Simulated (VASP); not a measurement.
# CdS (Hawleyite) (I-4m2) in VASP: notebook, part 2 of 2

VASP 6.6.1. Earlier steps stand in the parts before.

## (4) Single point, r2SCAN (in-plane strain -0.01, then relaxed in part)

POSCAR reads:

```
CdS
1.0
    2.9098814918      2.9098814918      0.0000000000
   -2.9098814918      2.9098814918      0.0000000000
    0.0000000000      2.9098814918      2.9815232536
Cd S
1 1
Direct
    0.0000000000      0.0000000000      0.0000000000
    0.7500000000      0.2500000000      0.5000000000
```

INCAR.step1 reads:

```
SYSTEM = CdS
PREC = Accurate
ENCUT = 520
ISMEAR = 0
SIGMA = 0.01
LREAL = .FALSE.
LASPH = .TRUE.
NELM = 100
NBANDS = 16
GGA = PE
ALGO = Normal
EDIFF = 1E-4
LWAVE = .TRUE.
LCHARG = .FALSE.
```

INCAR.step2 reads:

```
SYSTEM = CdS
PREC = Accurate
ENCUT = 520
EDIFF = 1E-7
ISMEAR = 0
SIGMA = 0.01
LREAL = .FALSE.
LASPH = .TRUE.
NELM = 100
ALGO = Normal
ISIF = 2
LWAVE = .FALSE.
LCHARG = .TRUE.
METAGGA = R2SCAN
LMIXTAU = .TRUE.
LELF = .TRUE.
LVHAR = .TRUE.
NBANDS = 16
ISTART = 1
```

KPOINTS reads:

```
Automatic mesh
0
G
  8 8 8
  0 0 0
```

Potentials or basis: VASP PAW PBE potentials, release 64 (Cd, S).

Command:

```console
cat potpaw_PBE.64/Cd/POTCAR potpaw_PBE.64/S/POTCAR > POTCAR
cp INCAR.step1 INCAR
mpirun -np 1 vasp_std > vasp.out
cp INCAR.step2 INCAR
mpirun -np 1 vasp_std > vasp.out
```

OUTCAR:

```text
SYSTEM = CdS
   PREC = Accurate
   ENCUT = 520
   EDIFF = 1E-7
   ISMEAR = 0
   LREAL = .FALSE.
   LASPH = .TRUE.
   NELM = 100
   ISIF = 2
   METAGGA = R2SCAN
   ISTART = 1

 ion  position               nearest neighbor table
   1  0.000  0.000  0.000-   2 2.54   2 2.54   2 2.54   2 2.54
   2  0.750  0.250  0.500-   1 2.54   1 2.54   1 2.54   1 2.54

  LATTYP: Found a body centered tetragonal cell.
 ALAT       =     4.1151938706
 C/A-ratio  =     1.4490317333

  Lattice vectors:

 A1 = (   2.9098814918,   0.0000000000,  -2.9815232536)
 A2 = (  -2.9098814918,   0.0000000000,  -2.9815232536)
 A3 = (   0.0000000000,   2.9098814918,   2.9815232536)

Analysis of symmetry for initial positions (statically):
=====================================================================
 Subroutine PRICEL returns:
 Original cell was already a primitive cell.

 Routine SETGRP: Setting up the symmetry group for a
 body centered tetragonal supercell.

 Subroutine GETGRP returns: Found  8 space group operations
 (whereof  8 operations were pure point group operations)
 out of a pool of 16 trial point group operations.

The static configuration has the point symmetry D_2d.

Analysis of symmetry for dynamics (positions and initial velocities):
=====================================================================
 Subroutine PRICEL returns:
 Original cell was already a primitive cell.

 Routine SETGRP: Setting up the symmetry group for a
 body centered tetragonal supercell.

 Subroutine GETGRP returns: Found  8 space group operations
 (whereof  8 operations were pure point group operations)
 out of a pool of 16 trial point group operations.

The dynamic configuration has the point symmetry D_2d.

 Subroutine INISYM returns: Found  8 space group operations
 (whereof  8 operations are pure point group operations),
 and found     1 'primitive' translations

----------------------------------------------------------------------------------------

[... 111 lines left out ...]
     AMIX     =   0.40;   BMIX     =  1.00
     AMIX_MAG =   1.60;   BMIX_MAG =  1.00
  volume/ion in A,a.u.               =      25.25       170.37
  Fermi-wavevector in a.u.,A,eV,Ry     =   1.160805  2.193604 18.333429  1.347469
  Thomas-Fermi vector in A             =   2.297384
   LORBIT       =      0    0 simple, 1 ext, 2 COOP (PROOUT), +10 PAW based schemes
   METAGGA = R2SCAN    functional components
   LHFCALC =     F    Hartree Fock is set to
   AEXX    =    0.0000 exact exchange contribution
   IVDW    =     0    specifies the selected vdW correction
   LEPSILON=     F    determine dielectric tensor
   LRPA    =     F    only Hartree local field effects (RPA)
 non-spin polarized calculation
 Gauss-broadening in eV      SIGMA  =   0.01
  energy-cutoff  :      520.00
  volume of cell :       50.49
 maximum number of plane-waves:      1379
   NGX = 15   NGY = 15   NGZ = 15

 number of electron      18.0000004 magnetization

 Free energy of the ion-electron system (eV)
  ---------------------------------------------------
  ext. energy  EPLUGINS =         0.00000000
  ---------------------------------------------------
  free energy    TOTEN  =       -29.68390689 eV

  energy without entropy =      -29.68390689  energy(sigma->0) =      -29.68390689

 E-fermi :   0.9822     XC(G=0):  -9.6478

 val. band max:        0.9254715615   @ k =   0.0000   0.0000   0.0000
 cond. band min:       2.4509209724   @ k =   0.0000   0.0000   0.0000
 fundamental gap:      1.5254494109
 Fermi energy:         0.9822448884

 k-point     1 :       0.0000    0.0000    0.0000
  band No.  band energies     occupation
      1     -11.8646      2.00000
      2      -7.0143      2.00000
      3      -6.9990      2.00000
      4      -6.9990      2.00000
      5      -6.5201      2.00000
      6      -6.5125      2.00000
[... 433 lines left out ...]
      3      -6.8945      2.00000
      4      -6.6304      2.00000
      5      -6.5291      2.00000
      6      -6.4490      2.00000
[... 8 lines left out ...]
     15      13.0695      0.00000
     16      13.6230      0.00000

 [... further k-points ...]

------------------------ aborting loop because EDIFF is reached ----------------------------------------

  FORCE on cell =-STRESS in cart. coord.  units (eV):
  Direction    XX          YY          ZZ          XY          YZ          ZX
  --------------------------------------------------------------------------------------
  -------------------------------------------------------------------------------------
  Total        0.2471673      0.2471673      0.1015459      0.0000000      0.0000000      0.0000000
  in kB        7.8430108      7.8430108      3.2222123      0.0000000      0.0000000      0.0000000
  external PRESSURE =       6.3027446 kB  Pullay stress =       0.0000000 kB

 VOLUME and BASIS-vectors are now :
 -----------------------------------------------------------------------------
  energy-cutoff  :      520.00
  volume of cell :       50.49
      direct lattice vectors                 reciprocal lattice vectors
     2.909881492  2.909881492  0.000000000     0.171828303  0.171828303 -0.167699514
    -2.909881492  2.909881492  0.000000000    -0.171828303  0.171828303 -0.167699514
     0.000000000  2.909881492  2.981523254     0.000000000  0.000000000  0.335399028

 POSITION                                       TOTAL-FORCE (eV/Angst)
 -----------------------------------------------------------------------------------
      0.00000      0.00000      0.00000         0.000000     -0.000000      0.000000
      1.45494      4.36482      1.49076        -0.000000      0.000000      0.000000
 -----------------------------------------------------------------------------------
    total drift:                                0.000003     -0.000000     -0.000000

  FREE ENERGIE OF THE ION-ELECTRON SYSTEM (eV)
  ---------------------------------------------------
  free  energy   TOTEN  =       -29.6839068942 eV

  energy  without entropy=      -29.6839068942  energy(sigma->0) =      -29.68390689
```

OUTCAR.step1:

```text
SYSTEM = CdS
   PREC = Accurate
   ENCUT = 520
   ISMEAR = 0
   LREAL = .FALSE.
   LASPH = .TRUE.
[... 678 lines left out ...]
      0.00000      0.00000      0.00000         0.000000      0.000000      0.000000
      1.45494      4.36482      1.49076        -0.000000     -0.000000      0.000000
 -----------------------------------------------------------------------------------
    total drift:                                0.000001     -0.000000      0.000000

  FREE ENERGIE OF THE ION-ELECTRON SYSTEM (eV)
  ---------------------------------------------------
  free  energy   TOTEN  =        -6.1346557464 eV

  energy  without entropy=       -6.1346557464  energy(sigma->0) =       -6.13465575
```

OSZICAR.step1:

```text
N       E                     dE             d eps       ncg     rms          rms(c)
DAV:   1     0.109407500599E+03    0.10941E+03   -0.90361E+03  1944   0.102E+03
DAV:   2    -0.246902295226E+01   -0.11188E+03   -0.10586E+03  2368   0.255E+02
DAV:   3    -0.665569588868E+01   -0.41867E+01   -0.41802E+01  2264   0.511E+01
DAV:   4    -0.668165002647E+01   -0.25954E-01   -0.25951E-01  2488   0.396E+00
DAV:   5    -0.668201183866E+01   -0.36181E-03   -0.36181E-03  2264   0.438E-01    0.781E+00
DAV:   6    -0.615299327026E+01    0.52902E+00   -0.84779E-01  2792   0.114E+01    0.632E+00
DAV:   7    -0.613424868097E+01    0.18745E-01   -0.19360E-01  2384   0.301E+00    0.310E+00
DAV:   8    -0.613450971720E+01   -0.26104E-03   -0.17432E-02  2296   0.166E+00    0.295E-01
DAV:   9    -0.613444277238E+01    0.66945E-04   -0.20281E-03  2384   0.656E-01    0.588E-02
DAV:  10    -0.613457176353E+01   -0.12899E-03   -0.24460E-04  2336   0.156E-01    0.685E-02
DAV:  11    -0.613465574637E+01   -0.83983E-04   -0.13494E-04  2176   0.908E-02
   1 F= -.61346557E+01 E0= -.61346557E+01  d E =-.283495E-45
```

Wall time 65 s (1 thread of Intel Xeon 6975P-C (Granite Rapids), shared host); peak memory 0.21 GiB.

What came out:

* Free energy: -29.6839 eV
* Pressure: 0.6 GPa
* Band gap on the k mesh: 1.53 eV, direct

Caveat: the cell differs from its parent crystal (in-plane strain -0.01, then relaxed in part); the PAW data sets were made with another functional, which shifts forces and pressure a little.

## (5) Single point, r2SCAN (in-plane strain -0.005)

POSCAR reads:

```
CdS
1.0
    2.9245778630      2.9245778630      0.0000000000
   -2.9245778630      2.9245778630      0.0000000000
    0.0000000000      2.9245778630      2.9480920568
Cd S
1 1
Direct
    0.0000000000      0.0000000000      0.0000000000
    0.7500000000      0.2500000000      0.5000000000
```

INCAR.step1 reads:

```
SYSTEM = CdS
PREC     = Accurate       ! precision mode
ENCUT    = 520            ! plane-wave cutoff, eV
ISMEAR   = 0              ! smearing method
SIGMA    = 0.01           ! smearing width, eV
LREAL    = .False.        ! projectors in reciprocal space
LASPH    = .True.         ! aspherical terms in the spheres
NELM     = 100            ! most SCF steps
NBANDS   = 16             ! bands
GGA      = PE             ! functional
ALGO     = Normal         ! electronic algorithm
EDIFF    = 1E-4           ! SCF threshold, eV
LWAVE    = .True.         ! write WAVECAR
LCHARG   = .False.        ! write CHGCAR
```

INCAR.step2 reads:

```
SYSTEM = CdS
PREC     = Accurate       ! precision mode
ENCUT    = 520            ! plane-wave cutoff, eV
EDIFF    = 1E-6           ! SCF threshold, eV
ISMEAR   = 0              ! smearing method
SIGMA    = 0.01           ! smearing width, eV
LREAL    = .False.        ! projectors in reciprocal space
LASPH    = .True.         ! aspherical terms in the spheres
NELM     = 100            ! most SCF steps
ALGO     = Normal         ! electronic algorithm
ISIF     = 2              ! what is computed and relaxed
LWAVE    = .False.        ! write WAVECAR
LCHARG   = .False.        ! write CHGCAR
METAGGA  = R2SCAN         ! meta-GGA
LMIXTAU  = .True.       
NBANDS   = 16             ! bands
ISTART   = 1
```

KPOINTS reads:

```
regular mesh
0
Gamma
  8 8 8
  0 0 0
```

Potentials or basis: VASP PAW PBE potentials, release 64 (Cd, S).

Command:

```console
cat potpaw_PBE.64/Cd/POTCAR potpaw_PBE.64/S/POTCAR > POTCAR
cp INCAR.step1 INCAR
mpirun -np 1 vasp_std > vasp.out
cp INCAR.step2 INCAR
mpirun -np 1 vasp_std > vasp.out
```

OUTCAR:

```text
SYSTEM = CdS
   PREC = Accurate
   ENCUT = 520
   EDIFF = 1E-6
   ISMEAR = 0
   LREAL = .False.
   LASPH = .True.
   NELM = 100
   ISIF = 2
   METAGGA = R2SCAN
   ISTART = 1

 ion  position               nearest neighbor table
   1  0.000  0.000  0.000-   2 2.54   2 2.54   2 2.54   2 2.54
   2  0.750  0.250  0.500-   1 2.54   1 2.54   1 2.54   1 2.54

  LATTYP: Found a body centered tetragonal cell.
 ALAT       =     4.1359776781
 C/A-ratio  =     1.4255841236

  Lattice vectors:

 A1 = (   2.9245778630,   0.0000000000,  -2.9480920568)
 A2 = (  -2.9245778630,   0.0000000000,  -2.9480920568)
 A3 = (   0.0000000000,   2.9245778630,   2.9480920568)

Analysis of symmetry for initial positions (statically):
=====================================================================
 Subroutine PRICEL returns:
 Original cell was already a primitive cell.

 Routine SETGRP: Setting up the symmetry group for a
 body centered tetragonal supercell.

 Subroutine GETGRP returns: Found  8 space group operations
 (whereof  8 operations were pure point group operations)
 out of a pool of 16 trial point group operations.

The static configuration has the point symmetry D_2d.

Analysis of symmetry for dynamics (positions and initial velocities):
=====================================================================
 Subroutine PRICEL returns:
 Original cell was already a primitive cell.

 Routine SETGRP: Setting up the symmetry group for a
 body centered tetragonal supercell.

 Subroutine GETGRP returns: Found  8 space group operations
 (whereof  8 operations were pure point group operations)
 out of a pool of 16 trial point group operations.

The dynamic configuration has the point symmetry D_2d.

 Subroutine INISYM returns: Found  8 space group operations
 (whereof  8 operations are pure point group operations),
 and found     1 'primitive' translations

----------------------------------------------------------------------------------------

[... 111 lines left out ...]
     AMIX     =   0.40;   BMIX     =  1.00
     AMIX_MAG =   1.60;   BMIX_MAG =  1.00
  volume/ion in A,a.u.               =      25.22       170.16
  Fermi-wavevector in a.u.,A,eV,Ry     =   1.161270  2.194482 18.348109  1.348548
  Thomas-Fermi vector in A             =   2.297844
   LORBIT       =      0    0 simple, 1 ext, 2 COOP (PROOUT), +10 PAW based schemes
   METAGGA = R2SCAN    functional components
   LHFCALC =     F    Hartree Fock is set to
   AEXX    =    0.0000 exact exchange contribution
   IVDW    =     0    specifies the selected vdW correction
   LEPSILON=     F    determine dielectric tensor
   LRPA    =     F    only Hartree local field effects (RPA)
 non-spin polarized calculation
 Gauss-broadening in eV      SIGMA  =   0.01
  energy-cutoff  :      520.00
  volume of cell :       50.43
 maximum number of plane-waves:      1373
   NGX = 15   NGY = 15   NGZ = 15

 number of electron      18.0000005 magnetization

 Free energy of the ion-electron system (eV)
  ---------------------------------------------------
  ext. energy  EPLUGINS =         0.00000000
  ---------------------------------------------------
  free energy    TOTEN  =       -29.68467766 eV

  energy without entropy =      -29.68467766  energy(sigma->0) =      -29.68467766

 E-fermi :   1.0005     XC(G=0):  -9.6534

 val. band max:        0.9191979623   @ k =   0.0000   0.0000   0.0000
 cond. band min:       2.4655654533   @ k =   0.0000   0.0000   0.0000
 fundamental gap:      1.5463674910
 Fermi energy:         1.0004830266

 k-point     1 :       0.0000    0.0000    0.0000
  band No.  band energies     occupation
      1     -11.8629      2.00000
      2      -7.0018      2.00000
      3      -6.9969      2.00000
      4      -6.9969      2.00000
      5      -6.5094      2.00000
      6      -6.5068      2.00000
[... 433 lines left out ...]
      3      -6.8829      2.00000
      4      -6.6185      2.00000
      5      -6.5202      2.00000
      6      -6.4501      2.00000
[... 8 lines left out ...]
     15      13.0765      0.00000
     16      13.7141      0.00000

 [... further k-points ...]

------------------------ aborting loop because EDIFF is reached ----------------------------------------

  FORCE on cell =-STRESS in cart. coord.  units (eV):
  Direction    XX          YY          ZZ          XY          YZ          ZX
  --------------------------------------------------------------------------------------
  -------------------------------------------------------------------------------------
  Total        0.2423501      0.2423501      0.1966086      0.0000000     -0.0000000      0.0000000
  in kB        7.6993911      7.6993911      6.2461967      0.0000000     -0.0000000      0.0000000
  external PRESSURE =       7.2149930 kB  Pullay stress =       0.0000000 kB

 VOLUME and BASIS-vectors are now :
 -----------------------------------------------------------------------------
  energy-cutoff  :      520.00
  volume of cell :       50.43
      direct lattice vectors                 reciprocal lattice vectors
     2.924577863  2.924577863  0.000000000     0.170964845  0.170964845 -0.169601217
    -2.924577863  2.924577863  0.000000000    -0.170964845  0.170964845 -0.169601217
     0.000000000  2.924577863  2.948092057     0.000000000  0.000000000  0.339202434

 POSITION                                       TOTAL-FORCE (eV/Angst)
 -----------------------------------------------------------------------------------
      0.00000      0.00000      0.00000         0.000000      0.000000      0.000000
      1.46229      4.38687      1.47405        -0.000000     -0.000000      0.000000
 -----------------------------------------------------------------------------------
    total drift:                                0.000005     -0.000000      0.000000

  FREE ENERGIE OF THE ION-ELECTRON SYSTEM (eV)
  ---------------------------------------------------
  free  energy   TOTEN  =       -29.6846776609 eV

  energy  without entropy=      -29.6846776609  energy(sigma->0) =      -29.68467766
```

OUTCAR.step1:

```text
SYSTEM = CdS
   PREC = Accurate
   ENCUT = 520
   ISMEAR = 0
   LREAL = .False.
   LASPH = .True.
[... 678 lines left out ...]
      0.00000      0.00000      0.00000         0.000000     -0.000000      0.000000
      1.46229      4.38687      1.47405        -0.000000      0.000000      0.000000
 -----------------------------------------------------------------------------------
    total drift:                                0.000001     -0.000000     -0.000000

  FREE ENERGIE OF THE ION-ELECTRON SYSTEM (eV)
  ---------------------------------------------------
  free  energy   TOTEN  =        -6.1348643571 eV

  energy  without entropy=       -6.1348643571  energy(sigma->0) =       -6.13486436
```

OSZICAR.step1:

```text
N       E                     dE             d eps       ncg     rms          rms(c)
DAV:   1     0.110006946828E+03    0.11001E+03   -0.91553E+03  1928   0.103E+03
DAV:   2    -0.233216932322E+01   -0.11234E+03   -0.10571E+03  2248   0.254E+02
DAV:   3    -0.665427514303E+01   -0.43221E+01   -0.43122E+01  2368   0.521E+01
DAV:   4    -0.668125004912E+01   -0.26975E-01   -0.26972E-01  2400   0.402E+00
DAV:   5    -0.668160981060E+01   -0.35976E-03   -0.35976E-03  2400   0.439E-01    0.784E+00
DAV:   6    -0.615321606494E+01    0.52839E+00   -0.84664E-01  2864   0.114E+01    0.633E+00
DAV:   7    -0.613445038196E+01    0.18766E-01   -0.19381E-01  2360   0.301E+00    0.311E+00
DAV:   8    -0.613472201320E+01   -0.27163E-03   -0.17527E-02  2248   0.166E+00    0.296E-01
DAV:   9    -0.613465212994E+01    0.69883E-04   -0.20468E-03  2376   0.661E-01    0.587E-02
DAV:  10    -0.613478043593E+01   -0.12831E-03   -0.24522E-04  2352   0.157E-01    0.683E-02
DAV:  11    -0.613486435714E+01   -0.83921E-04   -0.13329E-04  2160   0.907E-02
   1 F= -.61348644E+01 E0= -.61348644E+01  d E =-.245162E-55
```

Run time: 57 s. Hardware: 1 thread of Intel Xeon 6975P-C (Granite Rapids), shared host; peak memory 0.21 GiB.

Results:

- Free energy: -29.6847 eV
- Pressure: 0.7 GPa
- Band gap on the k mesh: 1.55 eV, direct

Levels at points of the mesh, in eV from the valence-band top:
| k point | band 6 | band 7 | band 8 | band 9 | band 10 | band 11 | band 12 | band 13 |
| --- | --- | --- | --- | --- | --- | --- | --- | --- |
| (0.00, 0.00, 0.00) | -7.43 | -0.02 | 0.00 | 0.00 | 1.55 | 7.07 | 7.07 | 7.07 |
| (0.50, 0.00, 0.00) | -7.06 | -4.37 | -0.77 | -0.74 | 3.44 | 7.44 | 7.50 | 7.84 |
| (0.50, 0.50, 0.00) | -6.98 | -3.90 | -1.89 | -1.88 | 3.85 | 4.71 | 9.74 | 11.38 |
| (0.00, 0.00, 0.50) | -7.00 | -3.95 | -1.85 | -1.85 | 3.88 | 4.78 | 9.65 | 11.45 |

Caveat: the cell differs from its parent crystal (in-plane strain -0.005); the PAW data sets were made with another functional, which shifts forces and pressure a little.

## (6) The runs side by side

| cell | gap on the mesh (eV) | pressure (GPa) |
| --- | --- | --- |
| a = 4.074, b = 4.074, c = 4.176 Å, angles 60.8, 60.8, 90.0°, 2 atoms | 1.51 | 1.0 |
| a = 4.115, b = 4.115, c = 4.149 Å, angles 60.3, 60.3, 90.0°, 2 atoms | 1.55 | 1.2 |
| a = 4.115, b = 4.115, c = 4.166 Å, angles 60.4, 60.4, 90.0°, 2 atoms | 1.53 | 0.6 |
| a = 4.136, b = 4.136, c = 4.153 Å, angles 60.1, 60.1, 90.0°, 2 atoms | 1.55 | 0.7 |

Alike in all rows: task single point; level r2SCAN; potentials or basis VASP PAW PBE potentials, release 64 (Cd, S); no spin polarisation; k mesh 8 × 8 × 8; cutoff (eV) 520; smearing gaussian 0.01 eV.

Caveats: the PAW data sets were made with another functional, which shifts forces and pressure a little.

Absolute energies hang on the potentials; compare differences alone.
